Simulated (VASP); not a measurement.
# Hf3C2 (P-3m1) in VASP: notebook, part 2 of 2

VASP 6.6.1. Earlier steps stand in the parts before.

## 5. Relaxation of cell and atoms, PBE

Input file INCAR:

```
ALGO     = Normal         # electronic algorithm
EDIFF    = 1E-7           # SCF threshold, eV
EDIFFG   = -0.04          # ionic threshold
ENCUT    = 600            # plane-wave cutoff, eV
GGA      = PE             # functional
IBRION   = 2              # ionic algorithm
ISIF     = 3              # what is computed and relaxed
ISMEAR   = 0              # smearing method
LASPH    = True           # aspherical terms in the spheres
LCHARG   = False          # write CHGCAR
LREAL    = False          # projectors in reciprocal space
LWAVE    = False          # write WAVECAR
NELM     = 60             # most SCF steps
NSW      = 90             # ionic steps
PREC     = Accurate       # precision mode
SIGMA    = 0.1            # smearing width, eV
```

Input file KPOINTS:

```
k-points
0
Gamma
  6 6 4
```

Input file POSCAR:

```
Hf3C2
1.0
    3.7699372178      0.0000000000      0.0000000000
   -1.8849686089      3.2648614013      0.0000000000
    0.0000000000      0.0000000000      5.8654099353
Hf C
3 2
Direct
    0.0000000000      0.0000000000      0.0000000000
    0.3333333333      0.6666666667      0.6450000000
    0.6666666667      0.3333333333      0.3550000000
    0.3333333333      0.6666666667      0.2450000000
    0.6666666667      0.3333333333      0.7550000000
```

Command:

```bash
cat potpaw_PBE.64/Hf_pv/POTCAR potpaw_PBE.64/C/POTCAR > POTCAR
mpirun -np 1 vasp_std > vasp.out
```

Run time: 10 min. Hardware: 1 thread of AMD EPYC 9R14 (Zen 4), shared host; peak memory 0.2 GiB.

Results (log left out):

```
Free energy                            : -52.1065 eV
Relaxed volume                         : 14.88 Å³/atom
Relaxed cell                           : a = 3.301 Å, b = 3.301 Å, c = 7.885 Å, α = 90.00°, β = 90.00°, γ = 120.00°
Space group after relaxing (to 0.05 Å) : P-3m1 (No. 164)
Energy gained by relaxing              : 690.7 meV/atom
Ionic steps                            : 17
Pressure after relaxing                : 0.1 GPa
Largest force after relaxing           : 0.015 eV/Å
Band gap on the k mesh                 : zero (band 19 reaches 6.73 eV, above the bottom of band 20 at 5.49 eV)
```

Forces on the atoms (eV/Å):
```
Hf   0.000  0.000  0.000
Hf   0.000  0.000  0.015
Hf   0.000  0.000 -0.015
C    0.000  0.000  0.007
C    0.000  0.000 -0.007
```

The path:
```tsv
step	energy change (eV)	largest force (eV/Å)	pressure (GPa)	volume (Å³)
1	0.0000	2.5254	3.38	72.19
2	-0.6941	1.2416	-3.63	75.24
3	-0.7421	1.5172	-3.86	75.87
4	-0.7980	2.3256	-3.99	77.11
5	-1.6220	2.2298	-1.21	76.44
6	-2.9757	2.0304	10.82	72.19
7	-3.0518	2.2665	7.18	73.43
8	-3.0588	2.1991	8.40	73.01
9	-2.9693	1.2901	-10.80	78.96
10	-3.2880	0.8753	-1.94	75.70
11	-3.2888	0.9554	-1.35	75.52
12	-3.4441	0.3346	-0.06	74.67
13	-3.4511	0.1630	0.38	74.44
14	-3.4510	0.1460	0.44	74.41
15	-3.4529	0.0211	-0.62	74.70
16	-3.4530	0.0358	-0.47	74.66
17	-3.4537	0.0148	0.12	74.41
```

Final structure:
```xyz
5
Lattice="3.3011 0.0000 0.0000 -1.6505 2.8588 0.0000 0.0000 0.0000 7.8846" Properties=species:S:1:pos:R:3 pbc="T T T"
Hf   -1.6505    2.8588    0.0000
Hf    0.0000    1.9059    5.3372
Hf    1.6505    0.9529    2.5474
C     0.0000    1.9059    1.3737
C     1.6505    0.9529    6.5109
```

Levels at points of the mesh, in eV from the Fermi level:
| k point | band 15 | band 16 | band 17 | band 18 | band 19 | band 20 | band 21 | band 22 | band 23 |
| --- | --- | --- | --- | --- | --- | --- | --- | --- | --- |
| (0.00, 0.00, 0.00) | -3.08 | -2.14 | -1.94 | -1.94 | 0.95 | 0.95 | 1.39 | 3.30 | 3.30 |
| (0.50, 0.00, 0.00) | -3.00 | -2.69 | -2.09 | -1.93 | -1.19 | 0.42 | 2.09 | 3.77 | 3.84 |
| (0.00, 0.00, 0.50) | -3.15 | -1.78 | -1.78 | -1.10 | 0.69 | 1.25 | 1.25 | 2.15 | 2.15 |
| (0.50, 0.00, 0.50) | -3.06 | -2.90 | -1.77 | -1.76 | -1.29 | 0.19 | 1.41 | 3.31 | 3.96 |

Caveat: spin-orbit coupling is left out, which moves the levels of the heavy elements.

## 6. Relaxation of cell and atoms, PBE

This run uses another cell than the first one, of 15.00 Å³/atom, 1.039 times its volume.

Input file INCAR:

```
PREC     = Accurate       # precision mode
ENCUT    = 600            # plane-wave cutoff, eV
EDIFF    = 1E-7           # SCF threshold, eV
ISMEAR   = 0              # smearing method
SIGMA    = 0.1            # smearing width, eV
LREAL    = F              # projectors in reciprocal space
LASPH    = T              # aspherical terms in the spheres
NELM     = 100            # most SCF steps
ALGO     = Normal         # electronic algorithm
ISIF     = 3              # what is computed and relaxed
LWAVE    = F              # write WAVECAR
LCHARG   = F              # write CHGCAR
GGA      = PE             # functional
IBRION   = 2              # ionic algorithm
NSW      = 100            # ionic steps
EDIFFG   = -0.01          # ionic threshold
```

Input file KPOINTS:

```
Automatic mesh
0
Gamma
  12 12 6
```

Input file POSCAR:

```
Hf3C2
1.0
    3.3063009558      0.0000000000      0.0000000000
   -1.6531504779      2.8633406203      0.0000000000
    0.0000000000      0.0000000000      7.9196891975
Hf C
3 2
Direct
    0.0000000000      0.0000000000      0.0000000000
    0.3333333333      0.6666666667      0.6770929375
    0.6666666667      0.3333333333      0.3229070625
    0.3333333333      0.6666666667      0.1743278078
    0.6666666667      0.3333333333      0.8256721922
```

Potentials or basis: VASP PAW PBE potentials, release 64 (Hf_pv, C).

Command:

```bash
cat potpaw_PBE.64/Hf_pv/POTCAR potpaw_PBE.64/C/POTCAR > POTCAR
mpirun -np 1 vasp_std > vasp.out
```

OUTCAR:

```text
PREC = Accurate
   ENCUT = 600
   EDIFF = 1E-7
   ISMEAR = 0
   LREAL = F
   LASPH = T
   NELM = 100
   ISIF = 3
   GGA = PE
   IBRION = 2
   NSW = 100
   EDIFFG = -0.01

 ion  position               nearest neighbor table
   1  0.000  0.000  0.000-   4 2.36   5 2.36   5 2.36   4 2.36   5 2.36   4 2.36   2 3.19   3 3.19
                             2 3.19   3 3.19   3 3.19   2 3.19
   2  0.333  0.667  0.677-   5 2.24   5 2.24   5 2.24   1 3.19   1 3.19   1 3.19   3 3.39   3 3.39
                             3 3.39
   3  0.667  0.333  0.323-   4 2.24   4 2.24   4 2.24   1 3.19   1 3.19   1 3.19   2 3.39   2 3.39
                             2 3.39
   4  0.333  0.667  0.174-   3 2.24   3 2.24   3 2.24   1 2.36   1 2.36   1 2.36
   5  0.667  0.333  0.826-   2 2.24   2 2.24   2 2.24   1 2.36   1 2.36   1 2.36

  LATTYP: Found a hexagonal cell.
 ALAT       =     3.3063009558
 C/A-ratio  =     2.3953322167

  Lattice vectors:
[... 385 lines left out ...]
  ---------------------------------------------------
  ext. energy  EPLUGINS =         0.00000000
  ---------------------------------------------------
  free energy    TOTEN  =       -52.15884746 eV

  energy without entropy =      -52.14667296  energy(sigma->0) =      -52.15276021

 E-fermi :   5.6447     XC(G=0): -11.7812

 val. band max:        5.6445863541   @ k =   0.1667   0.0000   0.1667
 cond. band min:       5.6476688767   @ k =  -0.0833   0.3333   0.3333
 fundamental gap:      0.0030825225
 Fermi energy:         5.6447028974

 k-point     1 :       0.0000    0.0000    0.0000
  band No.  band energies     occupation
      1     -24.9765      2.00000
      2     -24.9640      2.00000
      3     -24.5702      2.00000
      4     -24.5702      2.00000
      5     -24.5503      2.00000
      6     -24.5503      2.00000
[... 613 lines left out ...]
     22       7.3061      0.00000
     23       8.2137      0.00000

 [... further k-points ...]
[... 5 lines left out ...]
  --------------------------------------------------------------------------------------
  -------------------------------------------------------------------------------------
  Total       -0.0154101     -0.0154101     -0.0073490     -0.0000000     -0.0000000      0.0000000
  in kB       -0.3301322     -0.3301322     -0.1574391     -0.0000000     -0.0000000      0.0000000
  external PRESSURE =      -0.2725679 kB  Pullay stress =       0.0000000 kB
[... 20 lines left out ...]
  FREE ENERGIE OF THE ION-ELECTRON SYSTEM (eV)
  ---------------------------------------------------
  free  energy   TOTEN  =       -52.1588474615 eV

  energy  without entropy=      -52.1466729636  energy(sigma->0) =      -52.15276021

 reached required accuracy - stopping structural energy minimisation
```

OSZICAR:

```text
N       E                     dE             d eps       ncg     rms          rms(c)
DAV:   1     0.165923949317E+03    0.16592E+03   -0.22909E+04  4600   0.178E+03
DAV:   2    -0.471983733456E+02   -0.21312E+03   -0.20956E+03  5400   0.380E+02
DAV:   3    -0.602243094862E+02   -0.13026E+02   -0.12892E+02  5952   0.642E+01
DAV:   4    -0.604419036118E+02   -0.21759E+00   -0.21740E+00  5762   0.925E+00
[... 65 lines left out ...]
DAV:   1    -0.521588544366E+02   -0.66027E-04   -0.14330E-02  4607   0.683E-01    0.121E-01
DAV:   2    -0.521588504002E+02    0.40363E-05   -0.21971E-04  5937   0.938E-02    0.812E-02
DAV:   3    -0.521588477159E+02    0.26844E-05   -0.16098E-05  5536   0.245E-02    0.261E-02
DAV:   4    -0.521588474986E+02    0.21722E-06   -0.23004E-06  5271   0.837E-03    0.437E-03
DAV:   5    -0.521588474615E+02    0.37147E-07   -0.43683E-07  4717   0.412E-03
   6 F= -.52158847E+02 E0= -.52152760E+02  d E =-.589680E-04
```

CONTCAR:

```text
Hf3C2
   1.00000000000000
     3.3007189427311232   -0.0000000000000000    0.0000000000000000
    -1.6503594713655616    2.8585064551779920    0.0000000000000000
     0.0000000000000000    0.0000000000000000    7.9264945360090024
  Hf              C
     3     2
Direct
     0.0000000000000000    0.0000000000000000    1.0000000000000000
     0.3333333332999970    0.6666666667000030    0.6785243709470808
     0.6666666667000030    0.3333333332999970    0.3214756290529191
     0.3333333332999970    0.6666666667000030    0.1738456880122662
     0.6666666667000030    0.3333333332999970    0.8261543119877338

  0.00000000E+00  0.00000000E+00  0.00000000E+00
  0.00000000E+00  0.00000000E+00  0.00000000E+00
  0.00000000E+00  0.00000000E+00  0.00000000E+00
  0.00000000E+00  0.00000000E+00  0.00000000E+00
  0.00000000E+00  0.00000000E+00  0.00000000E+00
```

Wall time 14 min (1 thread of AMD EPYC 9R14 (Zen 4), shared host); peak memory 0.32 GiB.

Results:

```
Free energy                            : -52.1588 eV
Relaxed volume                         : 14.96 Å³/atom
Relaxed cell                           : a = 3.301 Å, b = 3.301 Å, c = 7.926 Å, α = 90.00°, β = 90.00°, γ = 120.00°
Space group after relaxing (to 0.05 Å) : P-3m1 (No. 164)
Energy gained by relaxing              : 0.5 meV/atom
Ionic steps                            : 6
Pressure after relaxing                : 0.0 GPa
Largest force after relaxing           : 0.004 eV/Å
Band gap on the k mesh                 : zero (band 19 reaches 6.64 eV, above the bottom of band 20 at 5.47 eV)
```

Forces in eV/Å, atoms in the order of the input:
```
Hf   0.000  0.000  0.000
Hf   0.000  0.000  0.002
Hf   0.000  0.000 -0.002
C    0.000  0.000 -0.004
C    0.000  0.000  0.004
```

The path:
```csv
step,energy change (eV),largest force (eV/Å),pressure (GPa),volume (Å³)
1,0.0000,0.1659,-1.02,74.98
2,0.0027,0.0967,2.12,73.95
3,-0.0018,0.0657,0.18,74.57
4,-0.0023,0.0359,0.10,74.66
5,-0.0026,0.0300,0.00,74.78
6,-0.0027,0.0043,-0.03,74.79
```

Final structure:
```
Hf C
1.0
     3.30072    0.00000    0.00000
    -1.65036    2.85851    0.00000
     0.00000    0.00000    7.92649
Hf C
3 2
Direct
  0.00000 0.00000 0.00000
  0.33333 0.66667 0.67852
  0.66667 0.33333 0.32148
  0.33333 0.66667 0.17385
  0.66667 0.33333 0.82615
```

Caveat: spin-orbit coupling is left out, which moves the levels of the heavy elements.

## 7. Summary

```tsv
task	cell	k mesh	cutoff (eV)	gap on the mesh (eV)	pressure (GPa)	relaxed volume (Å³/atom)	largest force (eV/Å)
single point	a = 3.770, b = 3.770, c = 5.865 Å, angles 90.0, 90.0, 120.0°, 5 atoms	6 × 6 × 4	520	none	3.4	-	2.53
single point	a = 3.306, b = 3.306, c = 7.920 Å, angles 90.0, 90.0, 120.0°, 5 atoms	6 × 6 × 4	520	none	-1.0	-	0.08
single point	a = 3.305, b = 3.305, c = 7.933 Å, angles 90.0, 90.0, 120.0°, 5 atoms	12 × 12 × 6	520	none	-0.7	-	0.06
relaxation of cell and atoms	relaxed from a = 3.770, b = 3.770, c = 5.865 Å, angles 90.0, 90.0, 120.0°, 5 atoms	6 × 6 × 4	600	none	0.1	14.88	0.01
relaxation of cell and atoms	relaxed from a = 3.306, b = 3.306, c = 7.920 Å, angles 90.0, 90.0, 120.0°, 5 atoms	12 × 12 × 6	600	none	0.0	14.96	-
```

Alike in all rows: level PBE; potentials or basis VASP PAW PBE potentials, release 64 (Hf_pv, C); no spin polarisation; smearing gaussian 0.1 eV.

Caveats: some runs use coarse meshes; spin-orbit coupling is left out, which moves the levels of the heavy elements; forces of over 1 eV/Å act on the atoms, so gaps and moduli don't describe the material at rest (some runs).

Absolute energies hang on the potentials; compare differences alone.
